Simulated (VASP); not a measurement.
# ZnS (Cc) in VASP: single point with r2SCAN

Aim: the single point of ZnS with r2SCAN.

Program: VASP 6.6.1. These are calculated values, not measurements. Logs are shortened: lines on timing, memory, paths and dates and some standing lists are left out, and cuts for length are marked.

## (1) The cell of the first run

The structure is monoclinic, space group Cc (No. 9). Conventional cell: a = 6.593 Å, b = 3.807 Å, c = 12.491 Å, α = 90.00°, β = 90.00°, γ = 90.00°. Within 3.1 Å of Zn (site symmetry 1) lie 4 S at 2.33 to 2.34 Å. Zn (site symmetry 1) has 4 S at 2.28 to 2.39 Å within 3.0 Å. S (site symmetry 1) has 4 Zn at 2.28 to 2.39 Å within 3.0 Å. S (site symmetry 1) has 4 Zn at 2.33 to 2.34 Å within 3.1 Å.

## (2) Single point, r2SCAN (atoms displaced along a vibrational mode)

Input file POSCAR:

```
ZnS
1.0
    3.8067217473      0.0000000000      0.0000000000
   -1.9033608736      3.2967177383      0.0000000000
    0.0000000000      0.0000000000     12.4914703042
Zn S
4 4
Direct
    0.3330605627      0.6666666667      0.0026940355
    0.3336061039      0.6666666667      0.5026940355
    0.6608811475      0.3333333333      0.2526940355
    0.6724521858      0.3333333333      0.7526940355
    0.3464679944      0.6666666667      0.1898059645
    0.3201986722      0.6666666667      0.6898059645
    0.6666666667      0.3333333333      0.4398059645
    0.6666666667      0.3333333333      0.9398059645
```

Input file INCAR.step1:

```
PREC = Accurate ; ENCUT = 520
ISMEAR = 0 ; SIGMA = 0.05
LREAL = F ; LASPH = T
NELM = 100 ; NBANDS = 46
GGA = PE ; ALGO = Normal
EDIFF = 1E-4 ; LWAVE = T
LCHARG = F
```

Input file INCAR.step2:

```
PREC = Accurate ; ENCUT = 520
EDIFF = 1E-6 ; ISMEAR = 0
SIGMA = 0.05 ; LREAL = F
LASPH = T ; NELM = 100
ALGO = Normal ; ISIF = 2
LWAVE = F ; LCHARG = T
METAGGA = R2SCAN ; LMIXTAU = T
LELF = T ; LVHAR = T
NBANDS = 46 ; ISTART = 1
```

Input file KPOINTS:

```
Automatic mesh
0
Gamma
  6 6 2
```

Potentials or basis: VASP PAW PBE potentials, release 64 (Zn, S).

On the command line:

```bash
> cat potpaw_PBE.64/Zn/POTCAR potpaw_PBE.64/S/POTCAR > POTCAR
> cp INCAR.step1 INCAR
> mpirun -np 1 vasp_std > vasp.out
> cp INCAR.step2 INCAR
> mpirun -np 1 vasp_std > vasp.out
```

OUTCAR:

```text
PREC = Accurate
   ENCUT = 520
   EDIFF = 1E-6
   ISMEAR = 0
   LREAL = F
   LASPH = T
   NELM = 100
   ISIF = 2
   METAGGA = R2SCAN
   ISTART = 1

 ion  position               nearest neighbor table
   1  0.333  0.667  0.003-   8 2.33   8 2.33   8 2.33   5 2.34
   2  0.334  0.667  0.503-   7 2.33   7 2.33   7 2.33   6 2.34
   3  0.661  0.333  0.253-   5 2.28   5 2.34   7 2.34   5 2.39
   4  0.672  0.333  0.753-   6 2.28   6 2.34   8 2.34   6 2.39
   5  0.346  0.667  0.190-   3 2.28   3 2.34   1 2.34   3 2.39
   6  0.320  0.667  0.690-   4 2.28   4 2.34   2 2.34   4 2.39
   7  0.667  0.333  0.440-   2 2.33   2 2.33   2 2.33   3 2.34
   8  0.667  0.333  0.940-   1 2.33   1 2.33   1 2.33   4 2.34

  LATTYP: Found a hexagonal cell.
 ALAT       =     3.8067217473
 C/A-ratio  =     3.2814245783

  Lattice vectors:

 A1 = (   3.8067217473,   0.0000000000,   0.0000000000)
 A2 = (  -1.9033608736,   3.2967177383,   0.0000000000)
 A3 = (   0.0000000000,   0.0000000000,  12.4914703042)

Analysis of symmetry for initial positions (statically):
=====================================================================
 Subroutine PRICEL returns:
 Original cell was already a primitive cell.

 Routine SETGRP: Setting up the symmetry group for a
 hexagonal supercell.

 Subroutine GETGRP returns: Found  2 space group operations
 (whereof  1 operations were pure point group operations)
 out of a pool of 24 trial point group operations.

The static configuration has the point symmetry C_1 .
 The point group associated with its full space group is C_1h.

Analysis of symmetry for dynamics (positions and initial velocities):
=====================================================================
 Subroutine PRICEL returns:
 Original cell was already a primitive cell.

 Routine SETGRP: Setting up the symmetry group for a
 hexagonal supercell.

 Subroutine GETGRP returns: Found  2 space group operations
 (whereof  1 operations were pure point group operations)
 out of a pool of 24 trial point group operations.

The dynamic configuration has the point symmetry C_1 .
 The point group associated with its full space group is C_1h.

 Subroutine INISYM returns: Found  2 space group operations
 (whereof  1 operations are pure point group operations),
 and found     1 'primitive' translations

----------------------------------------------------------------------------------------

                                     Primitive cell

  volume of cell :     156.7640

  direct lattice vectors                    reciprocal lattice vectors
     3.806721747  0.000000000  0.000000000     0.262693222  0.151666002  0.000000000
    -1.903360874  3.296717738  0.000000000     0.000000000  0.303332005  0.000000000
     0.000000000  0.000000000 12.491470304     0.000000000  0.000000000  0.080054627

  length of vectors
     3.806721747  3.806721747 12.491470304     0.303332005  0.303332005  0.080054627

  position of ions in fractional coordinates (direct lattice)
     0.333060563  0.666666667  0.002694035
     0.333606104  0.666666667  0.502694035
     0.660881147  0.333333333  0.252694035
     0.672452186  0.333333333  0.752694035
     0.346467994  0.666666667  0.189805965
     0.320198672  0.666666667  0.689805965
     0.666666667  0.333333333  0.439805965
     0.666666667  0.333333333  0.939805965

  ion indices of the primitive-cell ions
   primitive index   ion index
                 1           1
                 2           2
                 3           3
                 4           4
                 5           5
                 6           6
                 7           7
                 8           8

----------------------------------------------------------------------------------------

 KPOINTS: Automatic mesh

Automatic generation of k-mesh.
 Grid dimensions read from file:
 generate k-points for:    6    6    2

 Generating k-lattice:

  Cartesian coordinates                     Fractional coordinates (reciprocal lattice)
     0.043782204  0.025277667  0.000000000     0.166666667  0.000000000  0.000000000
     0.000000000  0.050555334  0.000000000     0.000000000  0.166666667  0.000000000
     0.000000000  0.000000000  0.040027314     0.000000000  0.000000000  0.500000000

  Length of vectors
     0.050555334  0.050555334  0.040027314

  Shift w.r.t. Gamma in fractional coordinates (k-lattice)
     0.000000000  0.000000000  0.000000000

 Subroutine IBZKPT returns following result:
 ===========================================

 Found     26 irreducible k-points:

 Following reciprocal coordinates:
            Coordinates               Weight
  0.000000  0.000000  0.000000      1.000000
  0.166667  0.000000  0.000000      4.000000
  0.000000  0.166667  0.000000      2.000000
  0.333333  0.000000  0.000000      4.000000
  0.000000  0.333333  0.000000      2.000000
  0.500000  0.000000  0.000000      2.000000
[... 16 lines left out ...]
  0.333333  0.166667  0.500000      4.000000
 -0.166667  0.500000  0.500000      4.000000
 [... further k-points ...]
   k-points           NKPTS =     26   k-points in BZ     NKDIM =     26   number of bands    NBANDS=     46
   number of dos      NEDOS =    301   number of ions     NIONS =      8
   total plane-waves  NPLWV =  75264
   dimension x,y,z NGX =    28 NGY =   28 NGZ =   96
   dimension x,y,z NGXF=    56 NGYF=   56 NGZF=  192
   ions per type =               4   4
   NGX,Y,Z   is equivalent  to a cutoff of  12.23, 12.23, 12.78 a.u.
   NGXF,Y,Z  is equivalent  to a cutoff of  24.46, 24.46, 25.55 a.u.
 SYSTEM =  unknown system
   PREC   = accura    normal or accurate (medium, high low for compatibility)
   ISTART =      1    job   : 0-new  1-cont  2-samecut
   ICHARG =      0    charge: 1-file 2-atom 10-const
   ISPIN  =      1    spin polarized calculation?
   LNONCOLLINEAR =      F non collinear calculations
   LSORBIT =      F    spin-orbit coupling
   LASPH  =      T    aspherical Exc in radial PAW
   ENCUT  =  520.0 eV  38.22 Ry    6.18 a.u.   7.08  7.08 23.23*2*pi/ulx,y,z
   NELM   =    100;   NELMIN=  2; NELMDL=  0     # of ELM steps
   EDIFF  = 0.1E-05   stopping-criterion for ELM
   LREAL  =      F    real-space projection
   EDIFFG = 0.1E-04   stopping-criterion for IOM
   NSW    =      0    number of steps for IOM
   IBRION =     -1    ionic relax: 0-MD 1-quasi-New 2-CG
   NFREE  =      0    steps in history (QN), initial steepest desc. (CG)
   ISIF   =      2    stress and relaxation
   ISYM   =      2    0-nonsym 1-usesym 2-fastsym
   POTIM  = 0.5000    time-step for ionic-motion
   TEBEG  =    0.0;   TEEND  =   0.0 temperature during run
   PSTRESS=    0.0 pullay stress
   NELECT =      72.0000    total number of electrons
   NUPDOWN=      -1.0000    fix difference up-down
   EMIN   =  10.00;   EMAX   =-10.00  energy-range for DOS
   EFERMI =   0.00;   METHOD = LEGACY
   ISMEAR =     0;   SIGMA  =   0.05  broadening in eV -4-tet -1-fermi 0-gaus
   EFERMI_NEDOS =   21; number of points for ismear=-14 and -15
   IALGO  =     38    algorithm
   IMIX   =      4    mixing-type and parameters
     AMIX     =   0.40;   BMIX     =  1.00
     AMIX_MAG =   1.60;   BMIX_MAG =  1.00
  volume/ion in A,a.u.               =      19.60       132.24
  Fermi-wavevector in a.u.,A,eV,Ry     =   1.263097  2.386908 21.706940  1.595415
  Thomas-Fermi vector in A             =   2.396472
   LORBIT       =      0    0 simple, 1 ext, 2 COOP (PROOUT), +10 PAW based schemes
   METAGGA = R2SCAN    functional components
   LHFCALC =     F    Hartree Fock is set to
   AEXX    =    0.0000 exact exchange contribution
   IVDW    =     0    specifies the selected vdW correction
   LEPSILON=     F    determine dielectric tensor
   LRPA    =     F    only Hartree local field effects (RPA)
 non-spin polarized calculation
 Gauss-broadening in eV      SIGMA  =   0.05
  energy-cutoff  :      520.00
  volume of cell :      156.76
 maximum number of plane-waves:      4251
   NGX = 15   NGY = 15   NGZ = 47

 number of electron      72.0000007 magnetization

 Free energy of the ion-electron system (eV)
  ---------------------------------------------------
  ext. energy  EPLUGINS =         0.00000000
  ---------------------------------------------------
  free energy    TOTEN  =       -75.41008801 eV

  energy without entropy =      -75.41008801  energy(sigma->0) =      -75.41008801

 E-fermi :   2.1263     XC(G=0): -10.3103

 val. band max:        1.9174138030   @ k =   0.0000   0.0000   0.0000
 cond. band min:       4.7005519071   @ k =   0.0000   0.0000   0.0000
 fundamental gap:      2.7831381041
 Fermi energy:         2.1263038010

 k-point     1 :       0.0000    0.0000    0.0000
  band No.  band energies     occupation
      1     -11.8376      2.00000
      2     -11.4006      2.00000
      3     -11.3965      2.00000
      4     -10.8776      2.00000
      5      -4.6403      2.00000
      6      -4.6373      2.00000
[... 38 lines left out ...]
     45       9.1772      0.00000
     46       9.1790      0.00000

 k-point     2 :       0.1667    0.0000    0.0000
  band No.  band energies     occupation
      1     -11.6496      2.00000
      2     -11.2462      2.00000
      3     -11.2419      2.00000
      4     -10.7757      2.00000
      5      -4.6389      2.00000
      6      -4.6260      2.00000
[... 38 lines left out ...]
     45       9.2080      0.00000
     46       9.8144      0.00000

 k-point     3 :       0.0000    0.1667    0.0000
  band No.  band energies     occupation
      1     -11.6495      2.00000
      2     -11.2460      2.00000
      3     -11.2419      2.00000
      4     -10.7756      2.00000
      5      -4.6337      2.00000
      6      -4.6312      2.00000
[... 38 lines left out ...]
     45       9.1975      0.00000
     46       9.8155      0.00000

 k-point     4 :       0.3333    0.0000    0.0000
  band No.  band energies     occupation
      1     -11.1995      2.00000
      2     -10.9055      2.00000
      3     -10.9012      2.00000
      4     -10.5936      2.00000
      5      -4.6197      2.00000
      6      -4.6079      2.00000
[... 920 lines left out ...]
     45       9.3268      0.00000
     46       9.3268      0.00000

 k-point    23 :       0.3333    0.1667    0.5000
  band No.  band energies     occupation
      1     -10.8610      2.00000
      2     -10.8341      2.00000
      3     -10.6020      2.00000
      4     -10.5902      2.00000
      5      -4.5730      2.00000
      6      -4.5506      2.00000
[... 38 lines left out ...]
     45       9.3690      0.00000
     46       9.4025      0.00000

 k-point    24 :      -0.1667    0.5000    0.5000
  band No.  band energies     occupation
      1     -10.8519      2.00000
      2     -10.8431      2.00000
      3     -10.5975      2.00000
      4     -10.5937      2.00000
      5      -4.5691      2.00000
      6      -4.5600      2.00000
[... 38 lines left out ...]
     45       9.3553      0.00000
     46       9.4230      0.00000

 [... further k-points ...]
[... 5 lines left out ...]
  --------------------------------------------------------------------------------------
  -------------------------------------------------------------------------------------
  Total        0.2166197      0.1052838      0.0357632      0.0000000     -0.0861216     -0.0000000
  in kB        2.2139203      1.0760334      0.3655110      0.0000000     -0.8801900     -0.0000000
  external PRESSURE =       1.2184882 kB  Pullay stress =       0.0000000 kB

 VOLUME and BASIS-vectors are now :
 -----------------------------------------------------------------------------
  energy-cutoff  :      520.00
  volume of cell :      156.76
      direct lattice vectors                 reciprocal lattice vectors
     3.806721747  0.000000000  0.000000000     0.262693222  0.151666002  0.000000000
    -1.903360874  3.296717738  0.000000000     0.000000000  0.303332005  0.000000000
     0.000000000  0.000000000 12.491470304     0.000000000  0.000000000  0.080054627

 POSITION                                       TOTAL-FORCE (eV/Angst)
 -----------------------------------------------------------------------------------
     -0.00104      2.19781      0.03365         0.020458     -0.004890      0.004591
      0.00104      2.19781      6.27939        -0.020458     -0.004890      0.004591
      1.88134      1.09891      3.15652         0.423327     -0.038566      0.037171
      1.92538      1.09891      9.40226        -0.423327     -0.038566      0.037171
      0.05000      2.19781      2.37096        -0.458937      0.049335     -0.038000
     -0.05000      2.19781      8.61669         0.458937      0.049335     -0.038000
      1.90336      1.09891      5.49382        -0.000058     -0.005880     -0.003761
      1.90336      1.09891     11.73956         0.000058     -0.005880     -0.003761
 -----------------------------------------------------------------------------------
    total drift:                               -0.000001      0.034362      0.031011

  FREE ENERGIE OF THE ION-ELECTRON SYSTEM (eV)
  ---------------------------------------------------
  free  energy   TOTEN  =       -75.4100880079 eV

  energy  without entropy=      -75.4100880079  energy(sigma->0) =      -75.41008801
```

Run time: 12 min. Hardware: 1 thread of Oxide Virtual Turin-like, shared host; peak memory 0.33 GiB.

What came out:

- Free energy: -75.4101 eV
- Pressure: 0.1 GPa
- Largest force: 0.463 eV/Å
- Band gap on the k mesh: 2.78 eV

Forces in eV/Å, atoms in the order of the input:
```
Zn   0.020 -0.005  0.005
Zn  -0.020 -0.005  0.005
Zn   0.423 -0.039  0.037
Zn  -0.423 -0.039  0.037
S   -0.459  0.049 -0.038
S    0.459  0.049 -0.038
S    0.000 -0.006 -0.004
S    0.000 -0.006 -0.004
```

Levels at points of the mesh, in eV from the valence-band top:
```tsv
k point	band 32	band 33	band 34	band 35	band 36	band 37	band 38	band 39	band 40	band 41
(0.00, 0.00, 0.00)	-0.47	-0.47	-0.08	0.00	0.00	2.78	3.62	4.11	4.11	6.79
(0.50, 0.00, 0.00)	-1.68	-1.67	-1.66	-1.64	-0.91	3.94	3.96	4.05	4.77	5.43
(0.00, 0.50, 0.00)	-1.69	-1.68	-1.66	-1.61	-0.91	3.95	3.96	4.04	4.77	5.44
(0.00, 0.00, 0.50)	-0.74	-0.18	-0.18	-0.12	-0.12	3.65	3.65	3.78	3.78	6.75
(0.50, 0.00, 0.50)	-2.12	-1.51	-1.40	-1.15	-1.14	3.86	3.92	4.15	4.22	6.11
(0.00, 0.50, 0.50)	-2.12	-1.46	-1.46	-1.14	-1.14	3.89	3.89	4.18	4.18	6.14
```

Caveat: the cell differs from its parent crystal (atoms displaced along a vibrational mode); the PAW data sets were made with another functional, which shifts forces and pressure a little.
